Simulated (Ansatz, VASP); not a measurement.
**MgO in VASP and in Ansatz**

Contents of INCAR:

```
ALGO = Normal ; EDIFF = 1E-6
ENCUT = 600 ; GGA = PS
GGA_COMPAT = F ; ISIF = 2
ISMEAR = 0 ; LASPH = T
LCHARG = T ; LELF = T
LREAL = F ; LVHAR = T
LWAVE = F ; NBANDS = 11
NELM = 120 ; PREC = Accurate
SIGMA = 0.02
```

Contents of KPOINTS:

```
k-points
0
Gamma
  12 12 12
```

Contents of POSCAR:

```
MgO
1.0
    0.0000000000      1.7477323446      1.7477323446
    1.7477323446      0.0000000000      1.7477323446
    1.7477323446      1.7477323446      0.0000000000
Mg O
1 1
Direct
    0.0000000000      0.0000000000      0.0000000000
    0.5000000000      0.5000000000      0.5000000000
```

Input for Ansatz:

```yaml
crystal:
  lattice:
    - [0.0, 1.7477323446, 1.7477323446]
    - [1.7477323446, 0.0, 1.7477323446]
    - [1.7477323446, 1.7477323446, 0.0]
  atoms:
    - { symbol: Mg, position: [0.0, 0.0, 0.0] }
    - { symbol: O, position: [0.5, 0.5, 0.5] }
basis:
  ecutwfc: 420
kpoints:
  mp_grid: { grid: [12, 12, 12] }
  band_path:
    path:
      - [[0.0, 0.0, 0.0], [0.5, 0.0, 0.5], [0.625, 0.25, 0.625]]
      - [[0.375, 0.375, 0.75], [0.0, 0.0, 0.0], [0.5, 0.5, 0.5], [0.5, 0.25, 0.75], [0.5, 0.0, 0.5]]
    npoints: 12
hamiltonian:
  xc: pbesol
scf:
  occupations: { method: gaussian, width: 0.02 }
  n_extra_bands: 6
output:
  forces: true
  stress: true
  eigenvalues: true
```

Alike in both runs: task single point; functional PBEsol; k mesh 12 × 12 × 12; occupations gaussian, width 0.02 eV; no spin polarisation.

```csv
,VASP,Ansatz
version,VASP 6.6.1,Ansatz 0.2.0
potentials or method,"VASP PAW PBE potentials, release 64 (Mg, O), cutoff 600 eV","scalar-relativistic, plane waves, PAW"
valence electrons in the cell,8,16
```

```tsv
	VASP	Ansatz	Ansatz less VASP
gap on the k mesh at the Fermi level (eV)	8.71	8.78	+0.069
least direct gap on the mesh (eV)	11.00	11.04	+0.044
```

VASP's potentials were made for PBE, not for PBEsol. VASP's potentials hold 8 valence electrons a cell and Ansatz's 16, so a difference there can come from the potentials and not from the codes.
